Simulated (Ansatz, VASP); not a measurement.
# Si in VASP and in Ansatz

```
CELL_PARAMETERS angstrom
0.00000 2.74051 2.74051
2.74051 0.00000 2.74051
2.74051 2.74051 0.00000
ATOMIC_POSITIONS crystal
Si 0.00000 0.00000 0.00000
Si 0.25000 0.25000 0.25000
```

Alike in both runs: functional PBE; k mesh 4 × 4 × 4; occupations fermi-dirac, width 0.02 eV; no spin polarisation.

Ansatz relaxed the structure, and its values are those at the end. VASP's run is a single point on that final structure, the one shown.

|  | VASP | Ansatz |
| --- | --- | --- |
| version | VASP 6.6.1 | Ansatz 0.2 development build |
| potentials or method | VASP PAW PBE potentials, release 64 (Si), cutoff 500 eV | all-electron full-potential LAPW, scalar-relativistic |

|  | VASP | Ansatz | Ansatz less VASP |
| --- | --- | --- | --- |
| pressure (GPa) | 0.0 | 0.0 | +0.05 |

Ansatz ran all-electron here, and VASP with PAW potentials.

The k mesh is coarse, so the values compare programs but aren't converged.
